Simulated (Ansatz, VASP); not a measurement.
**NiO in VASP and in Ansatz**

```
CELL_PARAMETERS angstrom
0.00000 2.07190 2.07190
2.07190 0.00000 2.07190
2.07190 2.07190 0.00000
ATOMIC_POSITIONS crystal
Ni 0.00000 0.00000 0.00000
O 0.50000 0.50000 0.50000
```

Alike in both runs: task single point; functional BLYP; dispersion D3(BJ); k mesh 11 × 11 × 11; occupations gaussian, width 0.02 eV; collinear spin.

|  | VASP | Ansatz |
| --- | --- | --- |
| version | VASP 6.6.1 | Ansatz 0.2.0 |
| potentials or method | VASP PAW PBE potentials, release 64 (Ni, O) | PseudoDojo standard (PBE files) |
| plane-wave cutoff (eV) | 520 | 1333 |
| valence electrons in the cell | 16 | 24 |

VASP gave:

* gap on the k mesh at the Fermi level (eV): none
* pressure (GPa): 6.0
* net moment per atom (μB): 0.21
* size of the moment on the site where the two differ most (μB): 0.36

Which values does Ansatz return?

gap on the k mesh at the Fermi level (eV): none; pressure (GPa): 5.3; net moment per atom (μB): 0.22; size of the moment on the site where the two differ most (μB): 0.39.

VASP's potentials were made for PBE, not for BLYP. Site moments also hang on the region over which each program counts them. A gap of «none» marks a metal or a gap that the smearing closes. VASP's potentials hold 16 valence electrons a cell and Ansatz's 24, so a difference there can come from the potentials and not from the codes.

Noted on Ansatz's run: the potentials were made for another functional, which shifts forces and pressure.
